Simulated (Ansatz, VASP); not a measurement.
# C in VASP and in Ansatz

```
C
1.0
     0.00000    3.55380   -3.55380
    -3.55380    0.00000   -3.55380
    -3.55380    3.55380    0.00000
C
15
Cartesian
  -3.5538 1.7769 -3.5538
  -1.7769 3.5538 -3.5538
  -1.7769 1.7769 -1.7769
  -5.3307 5.3307 -5.3307
  -5.3307 3.5538 -3.5538
  -3.5538 5.3307 -3.5538
  -3.5538 3.5538 -1.7769
  -2.6653 4.4422 -4.4422
  -2.6653 2.6653 -2.6653
  -4.1091 4.1091 -5.8860
  -4.4422 2.6653 -4.4422
  -4.4422 6.2191 -4.4422
  -4.4422 4.4422 -2.6653
  -6.2191 6.2191 -6.2191
  -6.2191 4.4422 -4.4422
```

Change from the starting cell: C vacancy; atom 10 moved 0.375 of the way to it and +0.000 Å across, host rigid.

Alike in both runs: task single point; functional PBEsol; k mesh 6 × 6 × 6; occupations gaussian, width 0.05 eV; no spin polarisation.

```csv
,VASP,Ansatz
version,VASP 6.6.1,Ansatz 0.2.0
potentials or method,"VASP PAW PBE potentials, release 64 (C), cutoff 520 eV","scalar-relativistic, plane waves, PAW"
valence electrons in the cell,60,60
```

VASP gave:

| Property | Result |
| --- | --- |
| gap on the k mesh at the Fermi level (eV) | none |
| pressure (GPa) | -11.6 |
| traceless stress, the component that is largest in VASP (GPa) | 13.90 |
| rms of the force components (eV/Å) | 1.291 |

Question: Which values does Ansatz return?

Answer: gap on the k mesh at the Fermi level (eV): none; pressure (GPa): -12.6; traceless stress, the component that is largest in VASP (GPa): 13.94; rms of the force components (eV/Å): 1.301.

VASP's potentials were made for PBE, not for PBEsol, and Ansatz warns of the same on its side. Atom by atom the forces differ by 0.012 eV/Å (rms over components). A gap of «none» marks a metal or a gap that the smearing closes. The functional is the same, so the differences come from potentials, cutoffs and numerics.
